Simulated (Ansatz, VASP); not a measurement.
**Two plane-wave programs on TaSb**

```
Ta Sb
1.0
     0.00000    2.46016    2.46016
     2.46016    0.00000    2.46016
     2.46016    2.46016    0.00000
Ta Sb
1 1
Direct
  0.00000 0.00000 0.00000
  0.50000 0.50000 0.50000
```

Change from the starting cell: volume scaled by 0.7, PAW files.

Alike in both runs: task single point; functional LDA; k mesh 13 × 13 × 13; occupations fermi-dirac, width 0.05 eV; no spin polarisation.

|  | VASP | Ansatz |
| --- | --- | --- |
| version | VASP 6.6.1 | Ansatz 0.2.0 |
| potentials or method | VASP PAW LDA potentials, release 64 (Ta_pv, Sb) | PAW with Ansatz's default frozen-core files, scalar-relativistic |
| plane-wave cutoff (eV) | 520 | 420 |
| valence electrons in the cell | 16 | 28 |

VASP gave:

| Item | Value |
| --- | --- |
| pressure (GPa) | 108.1 |

Task: What did Ansatz give for the same quantities?

Result: Pressure (GPa): 106.6.

LDA's correlation is that of Perdew and Zunger in VASP and of Perdew and Wang (1992) in Ansatz. Both programs put the cell under a high pressure, so it lies far from rest at this level. VASP's potentials hold 16 valence electrons a cell and Ansatz's 28, so a difference there can come from the potentials and not from the codes.

Spin-orbit coupling is off throughout. Noted on VASP's run: the cell as given lies far from equilibrium.
